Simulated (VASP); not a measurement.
# Ir (I4/mmm) in VASP: notebook

The runs below take Ir through single point, with r2SCAN.

All numbers are computed with VASP 6.6.1; they aren't measurements. Logs are shortened: lines on timing, memory, paths and dates and some standing lists are left out, and cuts for length are marked.

## (1) The cell of the first run

It takes space group I4/mmm (No. 139, tetragonal). Conventional cell: a = 2.773 Å, b = 2.773 Å, c = 3.786 Å, α = 90.00°, β = 90.00°, γ = 90.00°. Within 3.6 Å of Ir (site symmetry 4/mmm) lie 12 Ir at 2.73 to 2.77 Å.

## (2) Single point, r2SCAN (biaxial strain in the a-b plane: +2.0 %, then relaxed in part)

POSCAR reads:

```
Ir
1.0
    1.9605305544      1.9605305544      0.0000000000
   -1.9605305544      1.9605305544      0.0000000000
    0.0000000000      0.0000000000      3.7856510301
Ir
2
Direct
    0.0000000000      0.0000000000      0.0000000000
    0.5000000000      0.5000000000      0.5000000000
```

INCAR.step1 reads:

```
PREC = Accurate
ENCUT = 520
ISMEAR = 0
SIGMA = 0.1
LREAL = F
LASPH = T
NELM = 60
NBANDS = 16
GGA = PE
ALGO = Normal
EDIFF = 1E-4
LWAVE = T
LCHARG = F
```

INCAR.step2 reads:

```
PREC = Accurate
ENCUT = 520
EDIFF = 1E-7
ISMEAR = 0
SIGMA = 0.1
LREAL = F
LASPH = T
NELM = 60
ALGO = Normal
ISIF = 2
LWAVE = F
LCHARG = F
METAGGA = R2SCAN
LMIXTAU = T
NBANDS = 16
ISTART = 1
```

KPOINTS reads:

```
regular mesh
0
Gamma
  20 20 14
```

Potentials or basis: VASP PAW PBE potentials, release 64 (Ir).

Command:

```
cat potpaw_PBE.64/Ir/POTCAR > POTCAR
cp INCAR.step1 INCAR
mpirun -np 1 vasp_std > vasp.out
cp INCAR.step2 INCAR
mpirun -np 1 vasp_std > vasp.out
```

OUTCAR:

```text
PREC = Accurate
   ENCUT = 520
   EDIFF = 1E-7
   ISMEAR = 0
   LREAL = F
   LASPH = T
   NELM = 60
   ISIF = 2
   METAGGA = R2SCAN
   ISTART = 1

 ion  position               nearest neighbor table
   1  0.000  0.000  0.000-   2 2.73   2 2.73   2 2.73   2 2.73   2 2.73   2 2.73   2 2.73   2 2.73

   2  0.500  0.500  0.500-   1 2.73   1 2.73   1 2.73   1 2.73   1 2.73   1 2.73   1 2.73   1 2.73

  LATTYP: Found a simple tetragonal cell.
 ALAT       =     2.7726088995
 C/A-ratio  =     1.3653750555

  Lattice vectors:

 A1 = (   1.9605305544,   1.9605305544,   0.0000000000)
 A2 = (  -1.9605305544,   1.9605305544,   0.0000000000)
 A3 = (   0.0000000000,   0.0000000000,   3.7856510301)

Analysis of symmetry for initial positions (statically):
=====================================================================
 Subroutine PRICEL returns following result:

  LATTYP: Found a body centered tetragonal cell.
 ALAT       =     2.7726088995
 C/A-ratio  =     1.3653750555

  Lattice vectors:

 A1 = (   0.0000000000,  -1.9605305544,  -1.8928255151)
 A2 = (   0.0000000000,   1.9605305544,  -1.8928255150)
 A3 = (   1.9605305544,   0.0000000000,   1.8928255151)

   2 primitive cells build up your supercell.

 Routine SETGRP: Setting up the symmetry group for a
 simple tetragonal supercell.

 Subroutine GETGRP returns: Found 16 space group operations
 (whereof 16 operations were pure point group operations)
 out of a pool of 16 trial point group operations.

The static configuration has the point symmetry D_4h.

Analysis of symmetry for dynamics (positions and initial velocities):
=====================================================================
 Subroutine PRICEL returns following result:

  LATTYP: Found a body centered tetragonal cell.
 ALAT       =     2.7726088995
 C/A-ratio  =     1.3653750555

  Lattice vectors:

 A1 = (   0.0000000000,  -1.9605305544,  -1.8928255151)
 A2 = (   0.0000000000,   1.9605305544,  -1.8928255150)
 A3 = (   1.9605305544,   0.0000000000,   1.8928255151)

   2 primitive cells build up your supercell.

 Routine SETGRP: Setting up the symmetry group for a
 simple tetragonal supercell.

 Subroutine GETGRP returns: Found 16 space group operations
 (whereof 16 operations were pure point group operations)
 out of a pool of 16 trial point group operations.

The dynamic configuration has the point symmetry D_4h.

 Subroutine INISYM returns: Found 16 space group operations
 (whereof 16 operations are pure point group operations),
 and found     2 'primitive' translations

----------------------------------------------------------------------------------------

                                     Primitive cell

  volume of cell :      14.5508

  direct lattice vectors                    reciprocal lattice vectors
     0.000000000 -1.960530554 -1.892825515     0.255033006 -0.255033006 -0.264155357
     0.000000000  1.960530554 -1.892825515     0.255033006  0.255033006 -0.264155357
     1.960530554  0.000000000  1.892825515     0.510066011  0.000000000  0.000000000

  length of vectors
     2.725154764  2.725154764  2.725154764     0.447058968  0.447058968  0.510066011

  position of ions in fractional coordinates (direct lattice)
     0.000000000  0.000000000  0.000000000

  ion indices of the primitive-cell ions
   primitive index   ion index
                 1           1

----------------------------------------------------------------------------------------

 KPOINTS: regular mesh

Automatic generation of k-mesh.
 Grid dimensions read from file:
 generate k-points for:   20   20   14

 Generating k-lattice:

  Cartesian coordinates                     Fractional coordinates (reciprocal lattice)
     0.012751650  0.012751650  0.000000000     0.050000000  0.000000000  0.000000000
    -0.012751650  0.012751650  0.000000000     0.000000000  0.050000000  0.000000000
     0.000000000  0.000000000  0.018868240     0.000000000  0.000000000  0.071428571

  Length of vectors
     0.018033557  0.018033557  0.018868240

  Shift w.r.t. Gamma in fractional coordinates (k-lattice)
     0.000000000  0.000000000  0.000000000

 Subroutine IBZKPT returns following result:
 ===========================================

 Found    528 irreducible k-points:

 Following reciprocal coordinates:
            Coordinates               Weight
  0.000000  0.000000  0.000000      1.000000
  0.050000  0.000000  0.000000      4.000000
  0.100000  0.000000  0.000000      4.000000
  0.150000  0.000000  0.000000      4.000000
  0.200000  0.000000  0.000000      4.000000
  0.250000  0.000000  0.000000      4.000000
[... 16 lines left out ...]
  0.150000  0.100000  0.000000      8.000000
  0.200000  0.100000  0.000000      8.000000
 [... further k-points ...]
   k-points           NKPTS =    528   k-points in BZ     NKDIM =    528   number of bands    NBANDS=     16
   number of dos      NEDOS =    301   number of ions     NIONS =      2
   total plane-waves  NPLWV =  16128
   dimension x,y,z NGX =    24 NGY =   24 NGZ =   28
   dimension x,y,z NGXF=    48 NGYF=   48 NGZF=   56
   ions per type =               2
   NGX,Y,Z   is equivalent  to a cutoff of  14.39, 14.39, 12.30 a.u.
   NGXF,Y,Z  is equivalent  to a cutoff of  28.78, 28.78, 24.59 a.u.
 SYSTEM =  unknown system
   PREC   = accura    normal or accurate (medium, high low for compatibility)
   ISTART =      1    job   : 0-new  1-cont  2-samecut
   ICHARG =      0    charge: 1-file 2-atom 10-const
   ISPIN  =      1    spin polarized calculation?
   LNONCOLLINEAR =      F non collinear calculations
   LSORBIT =      F    spin-orbit coupling
   LASPH  =      T    aspherical Exc in radial PAW
   ENCUT  =  520.0 eV  38.22 Ry    6.18 a.u.   5.16  5.16  7.04*2*pi/ulx,y,z
   NELM   =     60;   NELMIN=  2; NELMDL=  0     # of ELM steps
   EDIFF  = 0.1E-06   stopping-criterion for ELM
   LREAL  =      F    real-space projection
   EDIFFG = 0.1E-05   stopping-criterion for IOM
   NSW    =      0    number of steps for IOM
   IBRION =     -1    ionic relax: 0-MD 1-quasi-New 2-CG
   NFREE  =      0    steps in history (QN), initial steepest desc. (CG)
   ISIF   =      2    stress and relaxation
   ISYM   =      2    0-nonsym 1-usesym 2-fastsym
   POTIM  = 0.5000    time-step for ionic-motion
   TEBEG  =    0.0;   TEEND  =   0.0 temperature during run
   PSTRESS=    0.0 pullay stress
   NELECT =      18.0000    total number of electrons
   NUPDOWN=      -1.0000    fix difference up-down
   EMIN   =  10.00;   EMAX   =-10.00  energy-range for DOS
   EFERMI =   0.00;   METHOD = LEGACY
   ISMEAR =     0;   SIGMA  =   0.10  broadening in eV -4-tet -1-fermi 0-gaus
   EFERMI_NEDOS =   21; number of points for ismear=-14 and -15
   IALGO  =     38    algorithm
   IMIX   =      4    mixing-type and parameters
     AMIX     =   0.40;   BMIX     =  1.00
     AMIX_MAG =   1.60;   BMIX_MAG =  1.00
  volume/ion in A,a.u.               =      14.55        98.19
  Fermi-wavevector in a.u.,A,eV,Ry     =   1.394846  2.635878 26.471449  1.945597
  Thomas-Fermi vector in A             =   2.518356
   LORBIT       =      0    0 simple, 1 ext, 2 COOP (PROOUT), +10 PAW based schemes
   METAGGA = R2SCAN    functional components
   LHFCALC =     F    Hartree Fock is set to
   AEXX    =    0.0000 exact exchange contribution
   IVDW    =     0    specifies the selected vdW correction
   LEPSILON=     F    determine dielectric tensor
   LRPA    =     F    only Hartree local field effects (RPA)
 non-spin polarized calculation
 Gauss-broadening in eV      SIGMA  =   0.10
  energy-cutoff  :      520.00
  volume of cell :       29.10
 maximum number of plane-waves:       804
 NGX is ok and might be reduce to    24
   NGX = 11   NGY = 11   NGZ = 15

 number of electron      18.0000001 magnetization

 Free energy of the ion-electron system (eV)
  ---------------------------------------------------
  ext. energy  EPLUGINS =         0.00000000
  ---------------------------------------------------
  free energy    TOTEN  =      -104.70204700 eV

  energy without entropy =     -104.69349368  energy(sigma->0) =     -104.69777034

 E-fermi :   9.6735     XC(G=0): -15.1331

 val. band max:        9.6727615669   @ k =   0.4000   0.4000   0.0000
 cond. band min:       9.6751731700   @ k =   0.4500   0.3500   0.0714
 fundamental gap:      0.0024116031
 Fermi energy:         9.6735173212

 k-point     1 :       0.0000    0.0000    0.0000
  band No.  band energies     occupation
      1      -1.5247      2.00000
      2       1.8505      2.00000
      3       2.3524      2.00000
      4       5.7232      2.00000
      5       5.7232      2.00000
      6       6.1708      2.00000
[... 8 lines left out ...]
     15      21.4427      0.00000
     16      24.8761      0.00000

 k-point     2 :       0.0500    0.0000    0.0000
  band No.  band energies     occupation
      1      -1.4508      2.00000
      2       1.9051      2.00000
      3       2.4024      2.00000
      4       5.6849      2.00000
      5       5.7525      2.00000
      6       6.2082      2.00000
[... 8 lines left out ...]
     15      21.8642      0.00000
     16      25.0016      0.00000

 k-point     3 :       0.1000    0.0000    0.0000
  band No.  band energies     occupation
      1      -1.2320      2.00000
      2       2.0551      2.00000
      3       2.5590      2.00000
      4       5.5769      2.00000
      5       5.8399      2.00000
      6       6.3112      2.00000
[... 8 lines left out ...]
     15      22.1758      0.00000
     16      25.3659      0.00000

 k-point     4 :       0.1500    0.0000    0.0000
  band No.  band energies     occupation
      1      -0.8778      2.00000
      2       2.2678      2.00000
      3       2.8330      2.00000
      4       5.4174      2.00000
      5       5.9841      2.00000
      6       6.4483      2.00000
[... 8 lines left out ...]
     15      22.9892      0.00000
     16      25.9318      0.00000

 k-point     5 :       0.2000    0.0000    0.0000
  band No.  band energies     occupation
      1      -0.4035      2.00000
      2       2.5172      2.00000
      3       3.2110      2.00000
      4       5.2316      2.00000
      5       6.1828      2.00000
      6       6.5592      2.00000
[... 8 lines left out ...]
     15      24.0409      0.00000
     16      26.6350      0.00000

 k-point     6 :       0.2500    0.0000    0.0000
  band No.  band energies     occupation
      1       0.1697      2.00000
      2       2.7949      2.00000
      3       3.6425      2.00000
      4       5.0471      2.00000
      5       6.4330      2.00000
      6       6.5707      2.00000
[... 8 lines left out ...]
     15      25.2618      0.00000
     16      26.6484      0.00000
[... 267 lines left out ...]
 k-point    21 :       0.5000    0.0500    0.0000
  band No.  band energies     occupation
      1       3.3714      2.00000
      2       3.3714      2.00000
      3       4.8013      2.00000
      4       4.8013      2.00000
      5       5.0444      2.00000
      6       5.0444      2.00000
[... 8 lines left out ...]
     15      24.6207      0.00000
     16      24.6207      0.00000

 k-point    22 :       0.1000    0.1000    0.0000
  band No.  band energies     occupation
      1      -0.9441      2.00000
      2       2.2757      2.00000
      3       2.7454      2.00000
      4       5.3130      2.00000
      5       6.0847      2.00000
      6       6.4739      2.00000
[... 8 lines left out ...]
     15      22.9827      0.00000
     16      25.8498      0.00000

 k-point    23 :       0.1500    0.1000    0.0000
  band No.  band energies     occupation
      1      -0.5969      2.00000
      2       2.5012      2.00000
      3       2.9989      2.00000
      4       5.1118      2.00000
      5       6.2818      2.00000
      6       6.6360      2.00000
[... 8 lines left out ...]
     15      23.2579      0.00000
     16      26.4106      0.00000

 k-point    24 :       0.2000    0.1000    0.0000
  band No.  band energies     occupation
      1      -0.1345      2.00000
      2       2.7571      2.00000
      3       3.3544      2.00000
      4       4.9026      2.00000
      5       6.5168      2.00000
      6       6.7285      2.00000
[... 8 lines left out ...]
     15      23.6934      0.00000
     16      27.1086      0.00000

 [... further k-points ...]

------------------------ aborting loop because EDIFF is reached ----------------------------------------

  FORCE on cell =-STRESS in cart. coord.  units (eV):
  Direction    XX          YY          ZZ          XY          YZ          ZX
  --------------------------------------------------------------------------------------
  -------------------------------------------------------------------------------------
  Total       -1.8741635     -1.8741635      0.3975686      0.0000000      0.0000000     -0.0000000
  in kB     -103.1811243   -103.1811243     21.8879409      0.0000000      0.0000000     -0.0000000
  external PRESSURE =     -61.4914359 kB  Pullay stress =       0.0000000 kB

 VOLUME and BASIS-vectors are now :
 -----------------------------------------------------------------------------
  energy-cutoff  :      520.00
  volume of cell :       29.10
      direct lattice vectors                 reciprocal lattice vectors
     1.960530554  1.960530554  0.000000000     0.255033006  0.255033006  0.000000000
    -1.960530554  1.960530554  0.000000000    -0.255033006  0.255033006  0.000000000
     0.000000000  0.000000000  3.785651030     0.000000000  0.000000000  0.264155357

 POSITION                                       TOTAL-FORCE (eV/Angst)
 -----------------------------------------------------------------------------------
      0.00000      0.00000      0.00000        -0.000000     -0.000000      0.000000
      0.00000      1.96053      1.89283         0.000000      0.000000     -0.000000
 -----------------------------------------------------------------------------------
    total drift:                               -0.000000      0.000000     -0.000000

  FREE ENERGIE OF THE ION-ELECTRON SYSTEM (eV)
  ---------------------------------------------------
  free  energy   TOTEN  =      -104.7020470048 eV

  energy  without entropy=     -104.6934936815  energy(sigma->0) =     -104.69777034
```

Wall time 8.7 min (1 thread of Intel Xeon Platinum 8259CL at 2.50GHz (Skylake/Cascade Lake), shared host); peak memory 0.32 GiB.

What came out:

```yaml
Free_energy: -104.7020 eV
Pressure: -6.1 GPa
Band_gap_on_the_k_mesh: zero (bands 9 and 10 overlap by 3.58 eV)
```

Levels at points of the mesh, in eV from the Fermi level:
```
           k point  band 5  band 6  band 7  band 8  band 9  band 10  band 11  band 12  band 13  band 14
(0.00, 0.00, 0.00)   -3.95   -3.50   -1.52   -0.94    0.79     1.54     1.54     2.33    11.35    11.77
(0.50, 0.00, 0.00)   -4.51   -4.51   -2.51   -2.51   -1.40    -1.40     2.64     2.64    12.58    12.58
(0.50, 0.50, 0.00)    0.80    0.80    1.28    1.28    1.55     1.55     1.71     1.71    10.38    10.38
(0.00, 0.00, 0.50)   -2.77   -2.77   -1.94   -1.94   -1.94    -1.94    -0.46    -0.46    18.61    18.61
(0.50, 0.00, 0.50)   -3.71   -3.71   -0.60   -0.60    0.77     0.77     1.04     1.04     7.40     7.40
(0.50, 0.50, 0.50)   -4.85   -4.85   -1.68   -1.68    1.28     1.28     8.04     8.04     9.40     9.40
```

Caveat: the cell differs from its parent crystal (biaxial strain in the a-b plane: +2.0 %, then relaxed in part); the stress differs along the axes, from -10 to 2 GPa; the PAW data sets were made with another functional, which shifts forces and pressure a little; spin-orbit coupling is left out, which moves the levels of the heavy elements.

## (3) Single point, r2SCAN (biaxial strain in the a-b plane: +2.0 %)

POSCAR: that of step 2 with these lines changed.

```diff
@@ -4,3 +4,3 @@
    -1.9605305544      1.9605305544      0.0000000000
-    0.0000000000      0.0000000000      3.7856510301
+    0.0000000000      0.0000000000      3.7980474270
 Ir
```

INCAR.step1: that of step 2 with these lines changed.

```diff
@@ -6,3 +6,3 @@
 LASPH = T
-NELM = 60
+NELM = 80
 NBANDS = 16
```

INCAR.step2: that of step 2 with these lines changed.

```diff
@@ -2,3 +2,3 @@
 ENCUT = 520
-EDIFF = 1E-7
+EDIFF = 1E-6
 ISMEAR = 0
@@ -7,3 +7,3 @@
 LASPH = T
-NELM = 60
+NELM = 80
 ALGO = Normal
```

KPOINTS is that of step 2.

Potentials or basis: VASP PAW PBE potentials, release 64 (Ir).

Command:

```
cat potpaw_PBE.64/Ir/POTCAR > POTCAR
cp INCAR.step1 INCAR
mpirun -np 1 vasp_std > vasp.out
cp INCAR.step2 INCAR
mpirun -np 1 vasp_std > vasp.out
```

Wall time 7.7 min (1 thread of Intel Xeon Platinum 8259CL at 2.50GHz (Skylake/Cascade Lake), shared host); peak memory 0.32 GiB.

It converged, with:

- Free energy: -104.7028 eV
- Pressure: -7.3 GPa
- Band gap on the k mesh: zero (bands 9 and 10 overlap by 3.53 eV)

Stress tensor (GPa, compression positive):
```
-11.08   0.00   0.00
  0.00 -11.08   0.00
  0.00   0.00   0.20
```

Levels at points of the mesh, in eV from the Fermi level:
```csv
k point,band 5,band 6,band 7,band 8,band 9,band 10,band 11,band 12,band 13,band 14
"(0.00, 0.00, 0.00)",-3.92,-3.51,-1.49,-0.96,0.78,1.53,1.53,2.28,11.25,11.79
"(0.50, 0.00, 0.00)",-4.49,-4.49,-2.49,-2.49,-1.39,-1.39,2.65,2.65,12.51,12.51
"(0.50, 0.50, 0.00)",0.80,0.80,1.29,1.29,1.58,1.58,1.68,1.68,10.37,10.37
"(0.00, 0.00, 0.50)",-2.78,-2.78,-1.91,-1.91,-1.91,-1.91,-0.44,-0.44,18.58,18.58
"(0.50, 0.00, 0.50)",-3.71,-3.71,-0.59,-0.59,0.78,0.78,1.02,1.02,7.37,7.37
"(0.50, 0.50, 0.50)",-4.82,-4.82,-1.68,-1.68,1.30,1.30,8.05,8.05,9.36,9.36
```

Caveat: the cell differs from its parent crystal (biaxial strain in the a-b plane: +2.0 %); the stress differs along the axes, from -11 to 0 GPa; the PAW data sets were made with another functional, which shifts forces and pressure a little; spin-orbit coupling is left out, which moves the levels of the heavy elements.
